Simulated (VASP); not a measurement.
# Be (I4/mmm) in VASP: notebook, part 2 of 2

VASP 6.6.1.

## Step 5: Single point, PBE (volume scaled by 1.03, then relaxed in part)

INCAR reads:

```
SYSTEM = Be
PREC     = Accurate       ! precision mode
ENCUT    = 520            ! plane-wave cutoff, eV
EDIFF    = 1E-6           ! SCF threshold, eV
ISMEAR   = 0              ! smearing method
SIGMA    = 0.1            ! smearing width, eV
LREAL    = .False.        ! projectors in reciprocal space
LASPH    = .True.         ! aspherical terms in the spheres
NELM     = 80             ! most SCF steps
ALGO     = Fast           ! electronic algorithm
ISIF     = 2              ! what is computed and relaxed
LWAVE    = .False.        ! write WAVECAR
LCHARG   = .False.        ! write CHGCAR
GGA      = PE             ! functional
NBANDS   = 7              ! bands
```

KPOINTS reads:

```
regular mesh
0
Gamma
  34 34 34
  0 0 0
```

POSCAR reads:

```
Be
1.0
   -1.1276108304      1.1276108304      1.5936548407
    1.1276108304     -1.1276108304      1.5936548407
    1.1276108304      1.1276108304     -1.5936548407
Be
1
Direct
    0.5000000000      0.5000000000      0.0000000000
```

Potentials or basis: VASP PAW PBE potentials, release 64 (Be).

Started as:

```bash
> cat potpaw_PBE.64/Be/POTCAR > POTCAR
> mpirun -np 1 vasp_std > vasp.out
```

OUTCAR:

```text
SYSTEM = Be
   PREC = Accurate
   ENCUT = 520
   EDIFF = 1E-6
   ISMEAR = 0
   LREAL = .False.
   LASPH = .True.
   NELM = 80
   ISIF = 2
   GGA = PE

 ion  position               nearest neighbor table
   1  0.500  0.500  0.000-

  LATTYP: Found a body centered tetragonal cell.
 ALAT       =     2.2552216608
 C/A-ratio  =     1.4133021764

  Lattice vectors:

 A1 = (  -1.1276108304,   1.1276108304,   1.5936548407)
 A2 = (   1.1276108304,  -1.1276108304,   1.5936548407)
 A3 = (   1.1276108304,   1.1276108304,  -1.5936548407)

Analysis of symmetry for initial positions (statically):
=====================================================================
 Subroutine PRICEL returns:
 Original cell was already a primitive cell.

 Routine SETGRP: Setting up the symmetry group for a
 body centered tetragonal supercell.

 Subroutine GETGRP returns: Found 16 space group operations
 (whereof 16 operations were pure point group operations)
 out of a pool of 16 trial point group operations.

The static configuration has the point symmetry D_4h.

Analysis of symmetry for dynamics (positions and initial velocities):
=====================================================================
 Subroutine PRICEL returns:
 Original cell was already a primitive cell.

 Routine SETGRP: Setting up the symmetry group for a
 body centered tetragonal supercell.

 Subroutine GETGRP returns: Found 16 space group operations
 (whereof 16 operations were pure point group operations)
 out of a pool of 16 trial point group operations.

The dynamic configuration has the point symmetry D_4h.

 Subroutine INISYM returns: Found 16 space group operations
 (whereof 16 operations are pure point group operations),
 and found     1 'primitive' translations

----------------------------------------------------------------------------------------

                                     Primitive cell

[... 110 lines left out ...]
  Fermi-wavevector in a.u.,A,eV,Ry     =   1.026819  1.940407 14.345403  1.054357
  Thomas-Fermi vector in A             =   2.160732
   LORBIT       =      0    0 simple, 1 ext, 2 COOP (PROOUT), +10 PAW based schemes
   GGA     = PE    functional components
   LHFCALC =     F    Hartree Fock is set to
   AEXX    =    0.0000 exact exchange contribution
   IVDW    =     0    specifies the selected vdW correction
   LEPSILON=     F    determine dielectric tensor
   LRPA    =     F    only Hartree local field effects (RPA)
 non-spin polarized calculation
 RMM-DIIS sequential band-by-band and
 Gauss-broadening in eV      SIGMA  =   0.10
  energy-cutoff  :      520.00
  volume of cell :        8.11
 maximum number of plane-waves:       229
 NGX is ok and might be reduce to    18
   NGX =  9   NGY =  9   NGZ =  9

 number of electron       2.0000000 magnetization

 Free energy of the ion-electron system (eV)
  ---------------------------------------------------
  ext. energy  EPLUGINS =         0.00000000
  ---------------------------------------------------
  free energy    TOTEN  =        -3.68375792 eV

  energy without entropy =       -3.68294971  energy(sigma->0) =       -3.68335381

 E-fermi :   7.3179     XC(G=0): -10.5287

 val. band max:        7.3161910421   @ k =   0.2941   0.2941   0.1471
 cond. band min:       7.3258386291   @ k =   0.4706   0.0882  -0.0000
 fundamental gap:      0.0096475869
 Fermi energy:         7.3179370935

 k-point     1 :       0.0000    0.0000    0.0000
  band No.  band energies     occupation
      1      -4.3955      2.00000
      2      26.3017      0.00000
      3      26.3024      0.00000
      4      26.3024      0.00000
      5      35.8972      0.00000
      6      35.8972      0.00000
      7      35.9030      0.00000
[... 221 lines left out ...]
 k-point    24 :       0.1765    0.0294   -0.0000
  band No.  band energies     occupation
      1      -3.2321      2.00000
      2      19.6103      0.00000
      3      24.3050      0.00000
      4      25.4779      0.00000
      5      34.3082      0.00000
      6      37.2261      0.00000
      7      37.9278      0.00000

 [... further k-points ...]

------------------------ aborting loop because EDIFF is reached ----------------------------------------

  FORCE on cell =-STRESS in cart. coord.  units (eV):
  Direction    XX          YY          ZZ          XY          YZ          ZX
  --------------------------------------------------------------------------------------
  -------------------------------------------------------------------------------------
  Total       -0.1608589     -0.1608589     -0.1581878      0.0000000     -0.0000000      0.0000000
  in kB      -31.7967628    -31.7967628    -31.2687821      0.0000000     -0.0000000      0.0000000
  external PRESSURE =     -31.6207693 kB  Pullay stress =       0.0000000 kB

 VOLUME and BASIS-vectors are now :
 -----------------------------------------------------------------------------
  energy-cutoff  :      520.00
  volume of cell :        8.11
      direct lattice vectors                 reciprocal lattice vectors
    -1.127610830  1.127610830  1.593654841     0.000000000  0.443415393  0.313744223
     1.127610830 -1.127610830  1.593654841     0.443415393  0.000000000  0.313744223
     1.127610830  1.127610830 -1.593654841     0.443415393  0.443415393  0.000000000

 POSITION                                       TOTAL-FORCE (eV/Angst)
 -----------------------------------------------------------------------------------
      0.00000      0.00000      1.59365         0.000000      0.000000      0.000000
 -----------------------------------------------------------------------------------
    total drift:                               -0.000000     -0.000000     -0.000000

  FREE ENERGIE OF THE ION-ELECTRON SYSTEM (eV)
  ---------------------------------------------------
  free  energy   TOTEN  =        -3.6837579152 eV

  energy  without entropy=       -3.6829497090  energy(sigma->0) =       -3.68335381
```

OSZICAR:

```text
N       E                     dE             d eps       ncg     rms          rms(c)
DAV:   1    -0.267152112751E+01   -0.26715E+01   -0.89681E+02 42294   0.227E+02
DAV:   2    -0.371026764012E+01   -0.10387E+01   -0.10028E+01 55244   0.225E+01
DAV:   3    -0.371181540647E+01   -0.15478E-02   -0.15475E-02 47376   0.749E-01
DAV:   4    -0.371181561174E+01   -0.20527E-06   -0.20582E-06 60725   0.831E-03
DAV:   5    -0.371181561166E+01    0.85997E-10   -0.74714E-11 47390   0.227E-05    0.766E-01
RMM:   6    -0.369174601982E+01    0.20070E-01   -0.18848E-03 39821   0.432E-01    0.471E-01
RMM:   7    -0.368375271060E+01    0.79933E-02   -0.21372E-03 41341   0.427E-01    0.189E-02
RMM:   8    -0.368375738416E+01   -0.46736E-05   -0.10582E-04 43540   0.826E-02    0.676E-03
RMM:   9    -0.368375882068E+01   -0.14365E-05   -0.26090E-06 45718   0.110E-02    0.141E-03
RMM:  10    -0.368375791522E+01    0.90546E-06   -0.22554E-07 39482   0.308E-03
   1 F= -.36837579E+01 E0= -.36833538E+01  d E =-.808206E-03
```

Run time: 54 s. Hardware: 1 thread of Intel Xeon 6975P-C (Granite Rapids), shared host; peak memory 0.24 GiB.

Results:

```yaml
Free_energy: -3.6838 eV
Pressure: -3.2 GPa
Band_gap_on_the_k_mesh: zero (band 1 reaches 8.00 eV, above the bottom of band 2 at 7.17 eV)
```

## Step 6: Single point, PBE (volume scaled by 1.06, then relaxed in part)

INCAR reads:

```
SYSTEM = Be
PREC = Accurate
ENCUT = 520
EDIFF = 1E-6
ISMEAR = 0
SIGMA = 0.1
LREAL = .False.
LASPH = .True.
NELM = 100
ALGO = Fast
ISIF = 2
LWAVE = .False.
LCHARG = .True.
GGA = PE
LELF = .True.
LVHAR = .True.
NBANDS = 7
```

KPOINTS is that of step 5.

POSCAR reads:

```
Be
1.0
   -1.1384539074      1.1384539074      1.6089793850
    1.1384539074     -1.1384539074      1.6089793850
    1.1384539074      1.1384539074     -1.6089793850
Be
1
Direct
    0.5000000000      0.5000000000      0.0000000000
```

Potentials or basis: VASP PAW PBE potentials, release 64 (Be).

Started as:

```bash
> cat potpaw_PBE.64/Be/POTCAR > POTCAR
> mpirun -np 1 vasp_std > vasp.out
```

OUTCAR:

```text
SYSTEM = Be
   PREC = Accurate
   ENCUT = 520
   EDIFF = 1E-6
   ISMEAR = 0
   LREAL = .False.
   LASPH = .True.
   NELM = 100
   ISIF = 2
   GGA = PE

 ion  position               nearest neighbor table
   1  0.500  0.500  0.000-

  LATTYP: Found a body centered tetragonal cell.
 ALAT       =     2.2769078148
 C/A-ratio  =     1.4133021763

  Lattice vectors:

 A1 = (  -1.1384539074,   1.1384539074,   1.6089793850)
 A2 = (   1.1384539074,  -1.1384539074,   1.6089793850)
 A3 = (   1.1384539074,   1.1384539074,  -1.6089793850)
[... 421 lines left out ...]

 [... further k-points ...]

------------------------ aborting loop because EDIFF is reached ----------------------------------------

  FORCE on cell =-STRESS in cart. coord.  units (eV):
  Direction    XX          YY          ZZ          XY          YZ          ZX
  --------------------------------------------------------------------------------------
  -------------------------------------------------------------------------------------
  Total       -0.3166188     -0.3166188     -0.3134906      0.0000000      0.0000000      0.0000000
  in kB      -60.8143266    -60.8143266    -60.2134779      0.0000000      0.0000000      0.0000000
  external PRESSURE =     -60.6140437 kB  Pullay stress =       0.0000000 kB

 VOLUME and BASIS-vectors are now :
 -----------------------------------------------------------------------------
  energy-cutoff  :      520.00
  volume of cell :        8.34
      direct lattice vectors                 reciprocal lattice vectors
    -1.138453907  1.138453907  1.608979385     0.000000000  0.439192133  0.310756001
     1.138453907 -1.138453907  1.608979385     0.439192133  0.000000000  0.310756001
     1.138453907  1.138453907 -1.608979385     0.439192133  0.439192133  0.000000000

 POSITION                                       TOTAL-FORCE (eV/Angst)
 -----------------------------------------------------------------------------------
      0.00000      0.00000      1.60898         0.000000      0.000000      0.000000
 -----------------------------------------------------------------------------------
    total drift:                               -0.000000     -0.000000     -0.000000

  FREE ENERGIE OF THE ION-ELECTRON SYSTEM (eV)
  ---------------------------------------------------
  free  energy   TOTEN  =        -3.6769159745 eV

  energy  without entropy=       -3.6760522644  energy(sigma->0) =       -3.67648412
```

OSZICAR:

```text
N       E                     dE             d eps       ncg     rms          rms(c)
DAV:   1    -0.266774867546E+01   -0.26677E+01   -0.89357E+02 42217   0.227E+02
DAV:   2    -0.370107499737E+01   -0.10333E+01   -0.99336E+00 55405   0.224E+01
DAV:   3    -0.370262624849E+01   -0.15513E-02   -0.15510E-02 47600   0.753E-01
DAV:   4    -0.370262642387E+01   -0.17538E-06   -0.17578E-06 60844   0.830E-03
DAV:   5    -0.370262642454E+01   -0.66800E-09   -0.75813E-11 47292   0.224E-05    0.743E-01
RMM:   6    -0.368436638258E+01    0.18260E-01   -0.15971E-03 39826   0.392E-01    0.456E-01
RMM:   7    -0.367691323886E+01    0.74531E-02   -0.18718E-03 41182   0.391E-01    0.167E-02
RMM:   8    -0.367691571064E+01   -0.24718E-05   -0.97389E-05 43670   0.814E-02    0.634E-03
RMM:   9    -0.367691753571E+01   -0.18251E-05   -0.26789E-06 45767   0.105E-02    0.167E-03
RMM:  10    -0.367691627294E+01    0.12628E-05   -0.25026E-07 39529   0.286E-03    0.900E-04
RMM:  11    -0.367691597448E+01    0.29846E-06   -0.55447E-09 31160   0.626E-04
   1 F= -.36769160E+01 E0= -.36764841E+01  d E =-.863710E-03
```

Run time: 60 s. Hardware: 1 thread of Intel Xeon 6975P-C (Granite Rapids), shared host; peak memory 0.25 GiB.

What came out:

```
Free energy            : -3.6769 eV
Pressure               : -6.1 GPa
Band gap on the k mesh : zero (band 1 reaches 7.76 eV, above the bottom of band 2 at 6.93 eV)
```

Levels at points of the mesh, in eV from the Fermi level:
| k point | band 1 | band 2 | band 3 | band 4 | band 5 |
| --- | --- | --- | --- | --- | --- |
| (0.00, 0.00, 0.00) | -11.51 | 18.58 | 18.58 | 18.58 | 28.10 |
| (0.50, 0.00, 0.00) | -5.02 | -0.12 | 15.78 | 15.80 | 25.36 |
| (0.50, 0.50, 0.00) | -2.52 | 3.64 | 9.16 | 9.16 | 14.72 |
| (0.50, 0.50, 0.50) | -2.51 | 3.66 | 9.14 | 9.14 | 14.70 |

## Step 7: Overview

| cell | further INCAR settings | gap on the mesh (eV) | pressure (GPa) |
| --- | --- | --- | --- |
| a = 2.187 Å, angles 120.0, 120.0, 90.0°, 1 atom | ALGO = Fast; EDIFF = 1e-06; NBANDS = 7 | none | 8.4 |
| a = 2.210 Å, angles 120.0, 120.0, 90.0°, 1 atom | ALGO = Fast; EDIFF = 1e-07; NBANDS = 7 | none | 4.0 |
| a = 2.232 Å, angles 120.0, 120.0, 90.0°, 1 atom | ALGO = Fast; EDIFF = 1e-06; NBANDS = 7 | none | 0.1 |
| a = 2.254 Å, angles 120.0, 120.0, 90.0°, 1 atom | ALGO = Fast; EDIFF = 1e-06; NBANDS = 7 | none | -3.2 |
| a = 2.276 Å, angles 120.0, 120.0, 90.0°, 1 atom | ALGO = Fast; EDIFF = 1e-06; NBANDS = 7 | none | -6.1 |

Alike in all rows: task single point; level PBE; potentials or basis VASP PAW PBE potentials, release 64 (Be); no spin polarisation; k mesh 34 × 34 × 34; cutoff (eV) 520; smearing gaussian 0.1 eV.

Total energies depend on the potentials used, so only differences within one code and one set of settings carry meaning.
